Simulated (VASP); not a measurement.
# Ni3Ge (Pm-3m) in VASP: notebook, part 2 of 2

VASP 6.6.1. Earlier steps stand in the parts before.

## (5) Single point, r2SCAN

This run uses another cell than the first one, of 10.65 Å³/atom.

File POSCAR:

```
Ni3Ge
1.0
    3.4924855587      0.0000000000      0.0000000000
    0.0000000000      3.4924855587      0.0000000000
    0.0000000000      0.0000000000      3.4924855587
Ni Ge
3 1
Direct
    0.5000000000      0.0000000000      0.5000000000
    0.0000000000      0.5000000000      0.5000000000
    0.5000000000      0.5000000000      0.0000000000
    0.0000000000      0.0000000000      0.0000000000
```

File INCAR.step1:

```
PREC     = Accurate       # precision mode
ENCUT    = 520            # plane-wave cutoff, eV
ISMEAR   = 0              # smearing method
SIGMA    = 0.1            # smearing width, eV
LREAL    = False          # projectors in reciprocal space
LASPH    = True           # aspherical terms in the spheres
NELM     = 80             # most SCF steps
NBANDS   = 30             # bands
GGA      = PE             # functional
ALGO     = Normal         # electronic algorithm
EDIFF    = 1E-4           # SCF threshold, eV
LWAVE    = True           # write WAVECAR
LCHARG   = False          # write CHGCAR
```

File INCAR.step2:

```
PREC     = Accurate       # precision mode
ENCUT    = 520            # plane-wave cutoff, eV
EDIFF    = 1E-6           # SCF threshold, eV
ISMEAR   = 0              # smearing method
SIGMA    = 0.1            # smearing width, eV
LREAL    = False          # projectors in reciprocal space
LASPH    = True           # aspherical terms in the spheres
NELM     = 80             # most SCF steps
ALGO     = Normal         # electronic algorithm
ISIF     = 2              # what is computed and relaxed
LWAVE    = False          # write WAVECAR
LCHARG   = False          # write CHGCAR
METAGGA  = R2SCAN         # meta-GGA
LMIXTAU  = True         
NBANDS   = 30             # bands
ISTART   = 1
```

File KPOINTS:

```
Automatic mesh
0
Gamma
  12 12 12
```

Potentials or basis: VASP PAW PBE potentials, release 64 (Ni, Ge_d).

Launch:

```
cat potpaw_PBE.64/Ni/POTCAR potpaw_PBE.64/Ge_d/POTCAR > POTCAR
cp INCAR.step1 INCAR
mpirun -np 1 vasp_std > vasp.out
cp INCAR.step2 INCAR
mpirun -np 1 vasp_std > vasp.out
```

OUTCAR:

```text
PREC = Accurate
   ENCUT = 520
   EDIFF = 1E-6
   ISMEAR = 0
   LREAL = False
   LASPH = True
   NELM = 80
   ISIF = 2
   METAGGA = R2SCAN
   ISTART = 1

 ion  position               nearest neighbor table
   1  0.500  0.000  0.500-   2 2.47   3 2.47   4 2.47   3 2.47   4 2.47   2 2.47   3 2.47   3 2.47
                             2 2.47   4 2.47   4 2.47   2 2.47
   2  0.000  0.500  0.500-   1 2.47   3 2.47   4 2.47   3 2.47   4 2.47   1 2.47   4 2.47   4 2.47
                             1 2.47   3 2.47   3 2.47   1 2.47
   3  0.500  0.500  0.000-   1 2.47   2 2.47   4 2.47   1 2.47   2 2.47   1 2.47   4 2.47   1 2.47
                             2 2.47   4 2.47   2 2.47   4 2.47
   4  0.000  0.000  0.000-   1 2.47   2 2.47   3 2.47   1 2.47   2 2.47   2 2.47   3 2.47   2 2.47
                             1 2.47   3 2.47   1 2.47   3 2.47

  LATTYP: Found a simple cubic cell.
 ALAT       =     3.4924855587

  Lattice vectors:

 A1 = (   3.4924855587,   0.0000000000,   0.0000000000)
 A2 = (   0.0000000000,   3.4924855587,   0.0000000000)
 A3 = (   0.0000000000,   0.0000000000,   3.4924855587)

Analysis of symmetry for initial positions (statically):
[... 181 lines left out ...]
 cond. band min:      10.6679545993   @ k =   0.4167   0.4167   0.3333
 fundamental gap:      0.0007254468
 Fermi energy:        10.6674676904

 k-point     1 :       0.0000    0.0000    0.0000
  band No.  band energies     occupation
      1     -14.7979      2.00000
      2     -14.7979      2.00000
      3     -14.7811      2.00000
      4     -14.7811      2.00000
      5     -14.7811      2.00000
      6      -2.6897      2.00000
[... 781 lines left out ...]
     29      21.3052      0.00000
     30      22.5147      0.00000

 [... further k-points ...]

------------------------ aborting loop because EDIFF is reached ----------------------------------------

  FORCE on cell =-STRESS in cart. coord.  units (eV):
  Direction    XX          YY          ZZ          XY          YZ          ZX
  --------------------------------------------------------------------------------------
  -------------------------------------------------------------------------------------
  Total        2.2195081      2.2195081      2.2195081      0.0000000      0.0000000     -0.0000000
  in kB       83.4763531     83.4763531     83.4763531      0.0000000      0.0000000     -0.0000000
  external PRESSURE =      83.4763531 kB  Pullay stress =       0.0000000 kB

 VOLUME and BASIS-vectors are now :
 -----------------------------------------------------------------------------
  energy-cutoff  :      520.00
  volume of cell :       42.60
      direct lattice vectors                 reciprocal lattice vectors
     3.492485559  0.000000000  0.000000000     0.286329029  0.000000000  0.000000000
     0.000000000  3.492485559  0.000000000     0.000000000  0.286329029  0.000000000
     0.000000000  0.000000000  3.492485559     0.000000000  0.000000000  0.286329029

 POSITION                                       TOTAL-FORCE (eV/Angst)
 -----------------------------------------------------------------------------------
      1.74624      0.00000      1.74624         0.000000      0.000000      0.000000
      0.00000      1.74624      1.74624         0.000000      0.000000      0.000000
      1.74624      1.74624      0.00000         0.000000      0.000000      0.000000
      0.00000      0.00000      0.00000         0.000000      0.000000      0.000000
 -----------------------------------------------------------------------------------
    total drift:                                0.000000      0.000000      0.000000

  FREE ENERGIE OF THE ION-ELECTRON SYSTEM (eV)
  ---------------------------------------------------
  free  energy   TOTEN  =       -50.7126864859 eV

  energy  without entropy=      -50.7022566506  energy(sigma->0) =      -50.70747157
```

Wall time 2.4 min (1 thread of Intel Xeon 6975P-C (Granite Rapids), shared host); peak memory 0.23 GiB.

Results:

| Property | Result |
| --- | --- |
| Free energy | -50.7127 eV |
| Pressure | 8.3 GPa |
| Band gap on the k mesh | zero (bands 22 and 23 overlap by 0.28 eV) |

Levels at points of the mesh, in eV from the Fermi level:
| k point | band 20 | band 21 | band 22 | band 23 | band 24 | band 25 |
| --- | --- | --- | --- | --- | --- | --- |
| (0.00, 0.00, 0.00) | -0.73 | -0.37 | 0.04 | 0.04 | 0.04 | 4.60 |
| (0.50, 0.00, 0.00) | -1.28 | -0.67 | 0.04 | 3.87 | 3.87 | 5.45 |
| (0.50, 0.50, 0.00) | -1.21 | -1.02 | -0.98 | 0.66 | 0.66 | 6.11 |
| (0.50, 0.50, 0.50) | -1.28 | -0.63 | -0.23 | -0.23 | -0.23 | 0.90 |

Caveat: the cell stands under pressure; the PAW data sets were made with another functional, which shifts forces and pressure a little. Spin polarisation is off, so any magnetic state and its effect on volume and gap are missing.

## (6) Single point, r2SCAN

This run uses another cell than the first one, of 10.87 Å³/atom.

File POSCAR:

```
Ni3Ge
1.0
    3.5164806401      0.0000000000      0.0000000000
    0.0000000000      3.5164806401      0.0000000000
    0.0000000000      0.0000000000      3.5164806401
Ni Ge
3 1
Direct
    0.5000000000      0.0000000000      0.5000000000
    0.0000000000      0.5000000000      0.5000000000
    0.5000000000      0.5000000000      0.0000000000
    0.0000000000      0.0000000000      0.0000000000
```

File INCAR.step1:

```
SYSTEM = Ni3Ge
  PREC = Accurate
  ENCUT = 520
  ISMEAR = 0
  SIGMA = 0.1
  LREAL = .False.
  LASPH = .True.
  NELM = 100
  NBANDS = 30
  GGA = PE
  ALGO = Normal
  EDIFF = 1E-4
  LWAVE = .True.
  LCHARG = .False.
```

File INCAR.step2:

```
SYSTEM = Ni3Ge
  PREC = Accurate
  ENCUT = 520
  EDIFF = 1E-7
  ISMEAR = 0
  SIGMA = 0.1
  LREAL = .False.
  LASPH = .True.
  NELM = 100
  ALGO = Normal
  ISIF = 2
  LWAVE = .False.
  LCHARG = .False.
  METAGGA = R2SCAN
  LMIXTAU = .True.
  NBANDS = 30
  ISTART = 1
```

File KPOINTS:

```
regular mesh
0
Gamma
  12 12 12
  0 0 0
```

Potentials or basis: VASP PAW PBE potentials, release 64 (Ni, Ge_d).

Launch:

```
cat potpaw_PBE.64/Ni/POTCAR potpaw_PBE.64/Ge_d/POTCAR > POTCAR
cp INCAR.step1 INCAR
mpirun -np 1 vasp_std > vasp.out
cp INCAR.step2 INCAR
mpirun -np 1 vasp_std > vasp.out
```

OUTCAR:

```text
SYSTEM = Ni3Ge
   PREC = Accurate
   ENCUT = 520
   EDIFF = 1E-7
   ISMEAR = 0
   LREAL = .False.
   LASPH = .True.
   NELM = 100
   ISIF = 2
   METAGGA = R2SCAN
   ISTART = 1

 ion  position               nearest neighbor table
   1  0.500  0.000  0.500-   2 2.49   3 2.49   4 2.49   3 2.49   4 2.49   2 2.49   3 2.49   3 2.49
                             2 2.49   4 2.49   4 2.49   2 2.49
   2  0.000  0.500  0.500-   1 2.49   3 2.49   4 2.49   3 2.49   4 2.49   1 2.49   4 2.49   4 2.49
                             1 2.49   3 2.49   3 2.49   1 2.49
   3  0.500  0.500  0.000-   1 2.49   2 2.49   4 2.49   1 2.49   2 2.49   1 2.49   4 2.49   1 2.49
                             2 2.49   4 2.49   2 2.49   4 2.49
   4  0.000  0.000  0.000-   1 2.49   2 2.49   3 2.49   1 2.49   2 2.49   2 2.49   3 2.49   2 2.49
                             1 2.49   3 2.49   1 2.49   3 2.49

  LATTYP: Found a simple cubic cell.
 ALAT       =     3.5164806401

  Lattice vectors:

 A1 = (   3.5164806401,   0.0000000000,   0.0000000000)
 A2 = (   0.0000000000,   3.5164806401,   0.0000000000)
 A3 = (   0.0000000000,   0.0000000000,   3.5164806401)

Analysis of symmetry for initial positions (statically):
=====================================================================
 Subroutine PRICEL returns:
 Original cell was already a primitive cell.

 Routine SETGRP: Setting up the symmetry group for a
 simple cubic supercell.

 Subroutine GETGRP returns: Found 48 space group operations
 (whereof 48 operations were pure point group operations)
 out of a pool of 48 trial point group operations.

The static configuration has the point symmetry O_h .

Analysis of symmetry for dynamics (positions and initial velocities):
=====================================================================
 Subroutine PRICEL returns:
 Original cell was already a primitive cell.

 Routine SETGRP: Setting up the symmetry group for a
 simple cubic supercell.

 Subroutine GETGRP returns: Found 48 space group operations
 (whereof 48 operations were pure point group operations)
 out of a pool of 48 trial point group operations.

The dynamic configuration has the point symmetry O_h .

 Subroutine INISYM returns: Found 48 space group operations
 (whereof 48 operations are pure point group operations),
 and found     1 'primitive' translations

----------------------------------------------------------------------------------------

                                     Primitive cell

  volume of cell :      43.4835

  direct lattice vectors                    reciprocal lattice vectors
     3.516480640  0.000000000  0.000000000     0.284375233  0.000000000  0.000000000
     0.000000000  3.516480640  0.000000000     0.000000000  0.284375233  0.000000000
     0.000000000  0.000000000  3.516480640     0.000000000  0.000000000  0.284375233

  length of vectors
     3.516480640  3.516480640  3.516480640     0.284375233  0.284375233  0.284375233

  position of ions in fractional coordinates (direct lattice)
     0.500000000  0.000000000  0.500000000
     0.000000000  0.500000000  0.500000000
     0.500000000  0.500000000  0.000000000
     0.000000000  0.000000000  0.000000000

  ion indices of the primitive-cell ions
   primitive index   ion index
                 1           1
                 2           2
                 3           3
                 4           4
[... 28 lines left out ...]
            Coordinates               Weight
  0.000000  0.000000  0.000000      1.000000
  0.083333  0.000000  0.000000      6.000000
  0.166667  0.000000  0.000000      6.000000
  0.250000  0.000000  0.000000      6.000000
  0.333333  0.000000  0.000000      6.000000
  0.416667  0.000000  0.000000      6.000000
[... 16 lines left out ...]
  0.333333  0.333333  0.000000     12.000000
  0.416667  0.333333  0.000000     24.000000
 [... further k-points ...]
   k-points           NKPTS =     84   k-points in BZ     NKDIM =     84   number of bands    NBANDS=     30
   number of dos      NEDOS =    301   number of ions     NIONS =      4
   total plane-waves  NPLWV =  21952
   dimension x,y,z NGX =    28 NGY =   28 NGZ =   28
   dimension x,y,z NGXF=    56 NGYF=   56 NGZF=   56
   ions per type =               3   1
   NGX,Y,Z   is equivalent  to a cutoff of  13.24, 13.24, 13.24 a.u.
   NGXF,Y,Z  is equivalent  to a cutoff of  26.47, 26.47, 26.47 a.u.
 SYSTEM =  Ni3Ge
   PREC   = accura    normal or accurate (medium, high low for compatibility)
   ISTART =      1    job   : 0-new  1-cont  2-samecut
   ICHARG =      0    charge: 1-file 2-atom 10-const
   ISPIN  =      1    spin polarized calculation?
   LNONCOLLINEAR =      F non collinear calculations
   LSORBIT =      F    spin-orbit coupling
   LASPH  =      T    aspherical Exc in radial PAW
   ENCUT  =  520.0 eV  38.22 Ry    6.18 a.u.   6.54  6.54  6.54*2*pi/ulx,y,z
   NELM   =    100;   NELMIN=  2; NELMDL=  0     # of ELM steps
   EDIFF  = 0.1E-06   stopping-criterion for ELM
   LREAL  =      F    real-space projection
   EDIFFG = 0.1E-05   stopping-criterion for IOM
   NSW    =      0    number of steps for IOM
   IBRION =     -1    ionic relax: 0-MD 1-quasi-New 2-CG
   NFREE  =      0    steps in history (QN), initial steepest desc. (CG)
   ISIF   =      2    stress and relaxation
   ISYM   =      2    0-nonsym 1-usesym 2-fastsym
   POTIM  = 0.5000    time-step for ionic-motion
   TEBEG  =    0.0;   TEEND  =   0.0 temperature during run
   PSTRESS=    0.0 pullay stress
   NELECT =      44.0000    total number of electrons
   NUPDOWN=      -1.0000    fix difference up-down
   EMIN   =  10.00;   EMAX   =-10.00  energy-range for DOS
   EFERMI =   0.00;   METHOD = LEGACY
   ISMEAR =     0;   SIGMA  =   0.10  broadening in eV -4-tet -1-fermi 0-gaus
   EFERMI_NEDOS =   21; number of points for ismear=-14 and -15
   IALGO  =     38    algorithm
   IMIX   =      4    mixing-type and parameters
     AMIX     =   0.40;   BMIX     =  1.00
     AMIX_MAG =   1.60;   BMIX_MAG =  1.00
  volume/ion in A,a.u.               =      10.87        73.36
  Fermi-wavevector in a.u.,A,eV,Ry     =   1.643555  3.105868 36.753037  2.701272
  Thomas-Fermi vector in A             =   2.733669
   LORBIT       =      0    0 simple, 1 ext, 2 COOP (PROOUT), +10 PAW based schemes
   METAGGA = R2SCAN    functional components
   LHFCALC =     F    Hartree Fock is set to
   AEXX    =    0.0000 exact exchange contribution
   IVDW    =     0    specifies the selected vdW correction
   LEPSILON=     F    determine dielectric tensor
   LRPA    =     F    only Hartree local field effects (RPA)
 non-spin polarized calculation
 Gauss-broadening in eV      SIGMA  =   0.10
  energy-cutoff  :      520.00
  volume of cell :       43.48
 maximum number of plane-waves:      1193
 NGX is ok and might be reduce to    28
   NGX = 13   NGY = 13   NGZ = 13

 number of electron      43.9999968 magnetization

 Free energy of the ion-electron system (eV)
  ---------------------------------------------------
  ext. energy  EPLUGINS =         0.00000000
  ---------------------------------------------------
  free energy    TOTEN  =       -50.74495008 eV

  energy without entropy =      -50.73438517  energy(sigma->0) =      -50.73966763

 E-fermi :  10.3561     XC(G=0): -14.8344

 val. band max:       10.3545270196   @ k =   0.0833   0.0833   0.0000
 cond. band min:      10.3563594796   @ k =   0.4167   0.4167   0.3333
 fundamental gap:      0.0018324599
 Fermi energy:        10.3561000212

 k-point     1 :       0.0000    0.0000    0.0000
  band No.  band energies     occupation
      1     -15.0877      2.00000
      2     -15.0877      2.00000
      3     -15.0722      2.00000
      4     -15.0722      2.00000
      5     -15.0722      2.00000
      6      -2.8191      2.00000
[... 781 lines left out ...]
     29      20.8193      0.00000
     30      21.9980      0.00000

 [... further k-points ...]

------------------------ aborting loop because EDIFF is reached ----------------------------------------

  FORCE on cell =-STRESS in cart. coord.  units (eV):
  Direction    XX          YY          ZZ          XY          YZ          ZX
  --------------------------------------------------------------------------------------
  -------------------------------------------------------------------------------------
  Total        0.9231035      0.9231035      0.9231035      0.0000000      0.0000000      0.0000000
  in kB       34.0123226     34.0123226     34.0123226      0.0000000      0.0000000      0.0000000
  external PRESSURE =      34.0123226 kB  Pullay stress =       0.0000000 kB

 VOLUME and BASIS-vectors are now :
 -----------------------------------------------------------------------------
  energy-cutoff  :      520.00
  volume of cell :       43.48
      direct lattice vectors                 reciprocal lattice vectors
     3.516480640  0.000000000  0.000000000     0.284375233  0.000000000  0.000000000
     0.000000000  3.516480640  0.000000000     0.000000000  0.284375233  0.000000000
     0.000000000  0.000000000  3.516480640     0.000000000  0.000000000  0.284375233

 POSITION                                       TOTAL-FORCE (eV/Angst)
 -----------------------------------------------------------------------------------
      1.75824      0.00000      1.75824         0.000000      0.000000      0.000000
      0.00000      1.75824      1.75824         0.000000      0.000000      0.000000
      1.75824      1.75824      0.00000         0.000000      0.000000      0.000000
      0.00000      0.00000      0.00000         0.000000      0.000000      0.000000
 -----------------------------------------------------------------------------------
    total drift:                                0.000000      0.000000      0.000000

  FREE ENERGIE OF THE ION-ELECTRON SYSTEM (eV)
  ---------------------------------------------------
  free  energy   TOTEN  =       -50.7449500788 eV

  energy  without entropy=      -50.7343851729  energy(sigma->0) =      -50.73966763
```

Run time: 2.4 min. Hardware: 1 thread of Intel Xeon 6975P-C (Granite Rapids), shared host; peak memory 0.23 GiB.

What came out:

```
Free energy            : -50.7450 eV
Pressure               : 3.4 GPa
Band gap on the k mesh : zero (bands 22 and 23 overlap by 0.27 eV)
```

Caveat: the cell stands under pressure; the PAW data sets were made with another functional, which shifts forces and pressure a little.

## (7) Summary

| cell | gap on the mesh (eV) | pressure (GPa) |
| --- | --- | --- |
| a = 3.326 Å, 4 atoms | none | 60.2 |
| a = 3.408 Å, 4 atoms | none | 30.2 |
| a = 3.462 Å, 4 atoms | none | 15.3 |
| a = 3.492 Å, 4 atoms | none | 8.3 |
| a = 3.516 Å, 4 atoms | none | 3.4 |

Alike in all rows: task single point; level r2SCAN; potentials or basis VASP PAW PBE potentials, release 64 (Ni, Ge_d); no spin polarisation; k mesh 12 × 12 × 12; cutoff (eV) 520; smearing gaussian 0.1 eV.

Caveats: the cell stands under pressure; the PAW data sets were made with another functional, which shifts forces and pressure a little.

Absolute energies hang on the potentials; compare differences alone.

The gap in the log of VASP goes by the Fermi energy; the results here count the filled bands.